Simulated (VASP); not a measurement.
Wanted: the native input for a VASP 6.6.1 run.

- Task: single point
- Functional: LDA
- Potentials or basis: VASP PAW LDA potentials, release 64 (Nb_sv, Au)
- Cutoff: 520 eV
- k mesh: 7 × 7 × 11
- Occupations: fermi-dirac, width 0.1 eV
- Spin: no spin polarisation
- Dipole correction: no
- Further INCAR settings: ALGO = Normal; EDIFF = 1e-07; NBANDS = 24

The structure of NbAu2 lies in POSCAR:

```
NbAu2
1.0
    4.5476950651      0.0000000000      0.0000000000
   -2.2738475325      3.9384223045      0.0000000000
    0.0000000000      0.0000000000      2.6832387369
Nb Au
1 2
Direct
    0.0000000000      0.0000000000      0.0000000000
    0.3333333333      0.6666666667      0.5000000000
    0.6666666667      0.3333333333      0.5000000000
```

These files were run (other wordings do the same):

INCAR

```
SYSTEM = NbAu2
PREC = Accurate ; ENCUT = 520
EDIFF = 1E-7 ; ISMEAR = -1
SIGMA = 0.1 ; LREAL = .False.
LASPH = .True. ; NELM = 80
ALGO = Normal ; ISIF = 2
LWAVE = .False. ; LCHARG = .True.
GGA = CA ; LELF = .True.
LVHAR = .True. ; NBANDS = 24
```

KPOINTS

```
Automatic mesh
0
Gamma
  7 7 11
  0 0 0
```

Potentials or basis: VASP PAW LDA potentials, release 64 (Nb_sv, Au).

Run with:

```console
$ cat potpaw_LDA.64/Nb_sv/POTCAR potpaw_LDA.64/Au/POTCAR > POTCAR
$ mpirun -np 1 vasp_std > vasp.out
```

It gave:

```json
{"Pressure": "6.8 GPa"}
```

It took 48 s on 1 thread of Intel Xeon 6975P-C, on a shared host, peak memory 0.18 GiB.
